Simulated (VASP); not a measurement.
Input of a VASP 6.6.1 run:

INCAR

```
PREC     = Accurate       # precision mode
ENCUT    = 520            # plane-wave cutoff, eV
EDIFF    = 1E-7           # SCF threshold, eV
ISMEAR   = -1             # smearing method
SIGMA    = 0.05           # smearing width, eV
LREAL    = False          # projectors in reciprocal space
LASPH    = True           # aspherical terms in the spheres
NELM     = 60             # most SCF steps
ALGO     = Normal         # electronic algorithm
ISIF     = 2              # what is computed and relaxed
LWAVE    = False          # write WAVECAR
LCHARG   = False          # write CHGCAR
GGA      = CA             # functional
NBANDS   = 12             # bands
```

KPOINTS

```
regular mesh
0
Gamma
  14 14 14
```

POSCAR

```
Au
1.0
    2.5167933217      0.0000000000      0.0000000000
    0.0000000000      2.5167933217      0.0000000000
    0.0000000000      0.0000000000      2.5167933217
Au
1
Direct
    0.0000000000      0.0000000000      0.0000000000
```

Potentials or basis: VASP PAW LDA potentials, release 64 (Au).

Run with:

```sh
$ cat potpaw_LDA.64/Au/POTCAR > POTCAR
$ mpirun -np 1 vasp_std > vasp.out
```

(1) What does it give for the pressure?

Answers

(1) 42.8 GPa.
